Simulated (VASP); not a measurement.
# Si23H4O48 (a cell with a defect) in VASP: single point with PBE+D3(BJ)

Aim: the single point of Si23H4O48 (a cell with a defect) with PBE+D3(BJ).

All numbers are computed with VASP 6.6.1; they aren't measurements. Logs are shortened: lines on timing, memory, paths and dates and some standing lists are left out, and cuts for length are marked.

## 1. The cell of the first run

The cell holds a defect, 75 atoms: a = 9.832 Å, b = 9.832 Å, c = 10.818 Å, α = 90.00°, β = 90.00°, γ = 120.00°.

## 2. Single point, PBE+D3(BJ)

File INCAR:

```
ALGO = Normal
EDIFF = 1E-6
ENCUT = 520
GGA = PE
ISIF = 2
ISMEAR = 0
IVDW = 12
LASPH = T
LCHARG = T
LELF = T
LREAL = Auto
LVHAR = T
LWAVE = F
NBANDS = 235
NELM = 100
PREC = Accurate
SIGMA = 0.02
```

File KPOINTS:

```
k-points
0
Gamma
  1 1 1
```

File POSCAR:

```
Si23H4O48
1.0
    9.8316000000      0.0000000000      0.0000000000
   -4.9158000000      8.5144153600      0.0000000000
    0.0000000000      0.0000000000     10.8182000000
Si O H
23 48 4
Direct
    0.2668425288      0.0009767442      0.1634704476
    0.0028516232      0.2703678947      0.3357053862
    0.2306048922      0.2354082316      0.0001007279
    0.2653479993     -0.0022505783      0.6636501843
   -0.0067873800      0.2663560940      0.8350295428
    0.2323108301      0.2285113358      0.5017519974
    0.2682818453      0.5027388534      0.1672112275
   -0.0002196184      0.7676136452      0.3331484798
    0.2338635266      0.7330288326     -0.0033466914
   -0.0010794509      0.7666934980      0.8327143678
    0.2344285633      0.7356136183      0.4976217030
    0.7692409871      0.0042951816      0.1672386858
    0.4984522680      0.2670886160      0.3326379964
    0.7266421537      0.2320240738      0.0002953982
    0.7657175801      0.0012322105      0.6668995593
    0.4945747636      0.2657664984      0.8320268046
    0.7327732255      0.2338081875      0.4992370606
    0.7651739115      0.5008338683      0.1672977154
    0.5011880439      0.7703672838      0.3320531298
    0.7350829512      0.7369020692      0.0012112764
    0.7631944556      0.4995591993      0.6663382307
    0.5046481565      0.7692102944      0.8316275827
    0.7327493816      0.7354920210      0.4996880031
    0.0687645710      0.2066211324      0.4462404955
    0.2961242434      0.3658270029      0.1099084281
    0.1402064966      0.4347447989      0.2786626979
    0.2024599608      0.0698956270      0.0553954210
    0.3623777706      0.2944355890      0.3913607504
    0.4306988364      0.1384183523      0.2213526199
    0.0654324105      0.2098733260      0.9457146474
    0.3038822103      0.3517706357      0.6166482945
    0.1356701070      0.4290166465      0.7780797002
    0.1997117222      0.0574318844      0.5499296542
    0.3584547967      0.2958221016      0.8879648789
    0.4284835168      0.1364515474      0.7217282723
    0.0679014993      0.7063216191      0.4438319700
    0.2991159356      0.8684090385      0.1031497105
    0.1368330246      0.9300380571      0.2735217617
    0.2040779721      0.5698523468      0.0580141574
    0.3639777517      0.7993983025      0.3865802456
    0.4342949279      0.6406841984      0.2215192949
    0.0677458527      0.7049812937      0.9423605587
    0.2993618646      0.8643307183      0.6090243349
    0.1350346258      0.9300379805      0.7738946424
    0.2058533312      0.5699500099      0.5554346413
    0.3593879003      0.7870590268      0.8833778474
    0.4574524461      0.6484339538      0.7143035696
    0.5683344908      0.2046662663      0.4411885407
    0.7907214333      0.3628828464      0.1097041038
    0.6344726629      0.4331807353      0.2768561346
    0.7032203942      0.0691219409      0.0573166446
    0.8658286866      0.2991994852      0.3913950763
    0.9337444758      0.1415758399      0.2241201648
    0.5617483251      0.2046159813      0.9436861114
    0.7914018038      0.3622694123      0.6109669179
    0.6303514479      0.4323086520      0.7751708404
    0.7053659805      0.0690905076      0.5554793981
    0.8539977607      0.2927096520      0.8882170819
    0.9307635042      0.1366267104      0.7244911574
    0.5684649335      0.7078674537      0.4422991481
    0.7990196926      0.8685056209      0.1101390614
    0.6394419463      0.9356299771      0.2772852677
    0.7054800846      0.5714429090      0.0574343320
    0.8637871153      0.7971161652      0.3899893334
    0.9305870118      0.6356187182      0.2243801617
    0.5697542227      0.7090084019      0.9453831941
    0.7944692667      0.8645582104      0.6107277249
    0.6368080183      0.9393262310      0.7782675877
    0.7041316754      0.5699334378      0.5561051885
    0.8633805802      0.7966103970      0.8896812732
    0.9285161214      0.6335075467      0.7246223719
    0.4522986987      0.5477662282      0.7253401731
    0.2297453188      0.3561109794      0.6755536731
    0.3027975476      0.5849666477      0.5956356112
    0.1163318284      0.4796661434      0.7069563260
```

Potentials or basis: VASP PAW PBE potentials, release 64 (Si, O, H).

On the command line:

```bash
cat potpaw_PBE.64/Si/POTCAR potpaw_PBE.64/O/POTCAR potpaw_PBE.64/H/POTCAR > POTCAR
mpirun -np 1 vasp_gam > vasp.out
```

OUTCAR:

```text
EDIFF = 1E-6
   ENCUT = 520
   GGA = PE
   ISIF = 2
   ISMEAR = 0
   IVDW = 12
   LASPH = T
   LREAL = Auto
   NELM = 100
   PREC = Accurate
 IVDW          = 12

 ion  position               nearest neighbor table
   1  0.267  0.001  0.163-  29 1.62  37 1.62  38 1.63  27 1.63   3 3.06  13 3.07   9 3.07   8 3.08

   2  0.003  0.270  0.336-  26 1.62  52 1.62  24 1.63  53 1.63  17 3.06   7 3.06   6 3.07  12 3.07

   3  0.231  0.235  0.000-  27 1.62  30 1.62  25 1.63  34 1.63   7 3.06  16 3.06   1 3.06   5 3.07
[... 83 lines left out ...]
  70  0.863  0.797  0.890-  10 1.62  20 1.63
  71  0.929  0.634  0.725-  21 1.62  10 1.63
  72  0.452  0.548  0.725-  47 0.97
  73  0.230  0.356  0.676-  31 0.99
  74  0.303  0.585  0.596-  45 0.99
  75  0.116  0.480  0.707-  32 0.99

  LATTYP: Found a hexagonal cell.
 ALAT       =     9.8316000000
 C/A-ratio  =     1.1003498922

  Lattice vectors:

 A1 = (   9.8316000000,   0.0000000000,   0.0000000000)
 A2 = (  -4.9158000000,   8.5144153600,   0.0000000000)
 A3 = (   0.0000000000,   0.0000000000,  10.8182000000)

Analysis of symmetry for initial positions (statically):
=====================================================================
 Subroutine PRICEL returns:
 Original cell was already a primitive cell.

 Routine SETGRP: Setting up the symmetry group for a
 hexagonal supercell.

 Subroutine GETGRP returns: Found  1 space group operations
 (whereof  1 operations were pure point group operations)
 out of a pool of 24 trial point group operations.

The static configuration has the point symmetry C_1 .

Analysis of symmetry for dynamics (positions and initial velocities):
=====================================================================
 Subroutine PRICEL returns:
 Original cell was already a primitive cell.

 Routine SETGRP: Setting up the symmetry group for a
 hexagonal supercell.

 Subroutine GETGRP returns: Found  1 space group operations
 (whereof  1 operations were pure point group operations)
 out of a pool of 24 trial point group operations.

The dynamic configuration has the point symmetry C_1 .

 Subroutine INISYM returns: Found  1 space group operations
 (whereof  1 operations are pure point group operations),
 and found     1 'primitive' translations

[... 220 lines left out ...]
   IBRION =     -1    ionic relax: 0-MD 1-quasi-New 2-CG
   NFREE  =      0    steps in history (QN), initial steepest desc. (CG)
   ISIF   =      2    stress and relaxation
   ISYM   =      2    0-nonsym 1-usesym 2-fastsym
   POTIM  = 0.5000    time-step for ionic-motion
   TEBEG  =    0.0;   TEEND  =   0.0 temperature during run
   PSTRESS=    0.0 pullay stress
   NELECT =     384.0000    total number of electrons
   NUPDOWN=      -1.0000    fix difference up-down
   EMIN   =  10.00;   EMAX   =-10.00  energy-range for DOS
   EFERMI =   0.00;   METHOD = LEGACY
   ISMEAR =     0;   SIGMA  =   0.02  broadening in eV -4-tet -1-fermi 0-gaus
   EFERMI_NEDOS =   21; number of points for ismear=-14 and -15
   IALGO  =     38    algorithm
   IMIX   =      4    mixing-type and parameters
     AMIX     =   0.40;   BMIX     =  1.00
     AMIX_MAG =   1.60;   BMIX_MAG =  1.00
  volume/ion in A,a.u.               =      12.07        81.48
  Fermi-wavevector in a.u.,A,eV,Ry     =   1.229912  2.324196 20.581295  1.512683
  Thomas-Fermi vector in A             =   2.364781
   LORBIT       =      0    0 simple, 1 ext, 2 COOP (PROOUT), +10 PAW based schemes
   GGA     = PE    functional components
   LHFCALC =     F    Hartree Fock is set to
   AEXX    =    0.0000 exact exchange contribution
   IVDW    =    12    specifies the selected vdW correction
   LEPSILON=     F    determine dielectric tensor
   LRPA    =     F    only Hartree local field effects (RPA)
 non-spin polarized calculation
 Gauss-broadening in eV      SIGMA  =   0.02
  energy-cutoff  :      520.00
  volume of cell :      905.60
 maximum number of plane-waves:     12195
 NGX is ok and might be reduce to    80
   NGX = 37   NGY = 37   NGZ = 41

 number of electron     384.0000016 magnetization

 Free energy of the ion-electron system (eV)
  ---------------------------------------------------
  ext. energy  EPLUGINS =         0.00000000
  ---------------------------------------------------
  free energy    TOTEN  =      -573.53476806 eV

  energy without entropy =     -573.53476806  energy(sigma->0) =     -573.53476806

 E-fermi :   1.2074     XC(G=0):  -9.2391

 val. band max:        1.0892010291   @ k =   0.0000   0.0000   0.0000
 cond. band min:       6.7955955443   @ k =   0.0000   0.0000   0.0000
 fundamental gap:      5.7063945152
 Fermi energy:         1.2074205135

 k-point     1 :       0.0000    0.0000    0.0000
  band No.  band energies     occupation
      1     -18.3485      2.00000
      2     -17.9046      2.00000
      3     -17.9004      2.00000
      4     -17.8776      2.00000
      5     -17.8621      2.00000
      6     -17.8371      2.00000
[... 196 lines left out ...]
    203       9.8089      0.00000
    204       9.8356      0.00000
 [bands above 204 left out]

------------------------ aborting loop because EDIFF is reached ----------------------------------------

 Edisp (eV)  -10.19599

 E8    (eV) :    -3.4069

  FORCE on cell =-STRESS in cart. coord.  units (eV):
  Direction    XX          YY          ZZ          XY          YZ          ZX
  --------------------------------------------------------------------------------------
  -------------------------------------------------------------------------------------
  Total       2.54060     5.65252     2.64315     0.39786    -0.92505    -0.23603
  in kB       4.49482    10.00044     4.67625     0.70390    -1.63660    -0.41759
  external pressure =        6.39 kB  Pullay stress =        0.00 kB

 VOLUME and BASIS-vectors are now :
 -----------------------------------------------------------------------------
  energy-cutoff  :      520.00
  volume of cell :      905.60
      direct lattice vectors                 reciprocal lattice vectors
     9.831600000  0.000000000  0.000000000     0.101712844  0.058723938  0.000000000
    -4.915800000  8.514415360  0.000000000     0.000000000  0.117447876  0.000000000
     0.000000000  0.000000000 10.818200000     0.000000000  0.000000000  0.092436819

 POSITION                                       TOTAL-FORCE (eV/Angst)
 -----------------------------------------------------------------------------------
      2.61869      0.00832      1.76846         0.018503     -0.003072     -0.002790
     -1.30104      2.30202      3.63173        -0.006951      0.015795      0.001869
      1.11000      2.00436      0.00109        -0.014740     -0.011641     -0.005074
     -2.29594      8.49525      7.17950         0.018748      0.001478      0.012887
      8.45552      2.26787      9.03352         0.018461     -0.003473      0.017663
      1.16067      1.94564      5.42805        -0.006635     -0.005030     -0.032870
[... 67 lines left out ...]
      0.10141      4.98065      6.44371         0.097533     -0.012559      0.047879
     -1.21421      4.08408      7.64799        -0.020207      0.055489     -0.060012
 -----------------------------------------------------------------------------------
    total drift:                               -0.019532      0.002855     -0.014044

  FREE ENERGIE OF THE ION-ELECTRON SYSTEM (eV)
  ---------------------------------------------------
  free  energy   TOTEN  =      -583.7307614035 eV

  energy  without entropy=     -583.7307614035  energy(sigma->0) =     -583.73076140
```

Run time: 13 min. Hardware: 1 thread of Intel Xeon 8259CL, shared host; peak memory 0.96 GiB.

What came out:

```
Free energy                : -583.7308 eV
Pressure                   : 0.6 GPa
Largest force              : 0.109 eV/Å
Band gap on the k mesh     : 5.71 eV
Dispersion energy per atom : -0.136 eV
```

Forces in eV/Å, atoms in the order of the input:
```
Si   0.019 -0.003 -0.003
Si  -0.007  0.016  0.002
Si  -0.015 -0.012 -0.005
Si   0.019  0.001  0.013
Si   0.018 -0.003  0.018
Si  -0.007 -0.005 -0.033
Si   0.016 -0.003 -0.003
Si  -0.013  0.015 -0.002
Si  -0.002 -0.014 -0.003
Si  -0.009  0.011  0.000
Si  -0.030  0.007 -0.012
Si   0.016  0.001 -0.006
Si  -0.005  0.009  0.000
Si  -0.010 -0.015  0.003
Si   0.009 -0.005 -0.005
Si  -0.007  0.013  0.003
Si  -0.008 -0.015  0.003
Si   0.012 -0.001 -0.002
Si  -0.003  0.014  0.000
Si  -0.011 -0.013  0.001
Si   0.013 -0.002  0.004
Si  -0.042  0.023 -0.001
Si  -0.008 -0.016  0.003
O    0.002  0.004  0.002
O   -0.003 -0.002 -0.002
O    0.005  0.000  0.002
O    0.011  0.001  0.003
O   -0.009 -0.005  0.002
O   -0.004  0.007  0.002
O   -0.005  0.002  0.000
O    0.035  0.003 -0.020
O    0.023 -0.011  0.014
O    0.000  0.000 -0.003
O   -0.001 -0.002  0.002
O   -0.007  0.002 -0.004
O   -0.001  0.003  0.001
O   -0.003 -0.004  0.000
O    0.009 -0.001 -0.004
O    0.004  0.002  0.001
O   -0.006 -0.007  0.002
O    0.000  0.006 -0.001
O   -0.005  0.003 -0.002
O    0.001 -0.009 -0.005
O    0.009  0.005 -0.006
O   -0.039 -0.029  0.004
O   -0.003 -0.002  0.004
O   -0.021  0.041 -0.011
O   -0.005  0.004 -0.002
O   -0.004 -0.006 -0.002
O    0.006  0.004  0.001
O    0.007 -0.002  0.000
O   -0.004 -0.006  0.003
O   -0.003  0.008  0.001
O   -0.004  0.001 -0.001
O   -0.002 -0.005 -0.004
O    0.005  0.002 -0.002
O    0.005  0.000  0.001
O   -0.001 -0.007  0.001
O    0.001  0.009  0.001
O   -0.001  0.009 -0.005
O   -0.001 -0.002 -0.002
O    0.003 -0.001  0.001
O    0.007  0.000  0.002
O   -0.005 -0.003  0.004
O   -0.002  0.008  0.004
O   -0.003  0.002 -0.004
O   -0.003 -0.008 -0.004
O    0.006  0.007  0.004
O    0.006  0.001  0.001
O   -0.005 -0.005  0.003
O   -0.001  0.003  0.002
H    0.033 -0.092 -0.021
H   -0.051  0.029  0.078
H    0.098 -0.013  0.048
H   -0.020  0.055 -0.060
```

Stress tensor (GPa, compression positive):
```
 0.45  0.07 -0.04
 0.07  1.00 -0.16
-0.04 -0.16  0.47
```

Caveat: the k points lie up to 0.74 Å⁻¹ apart.
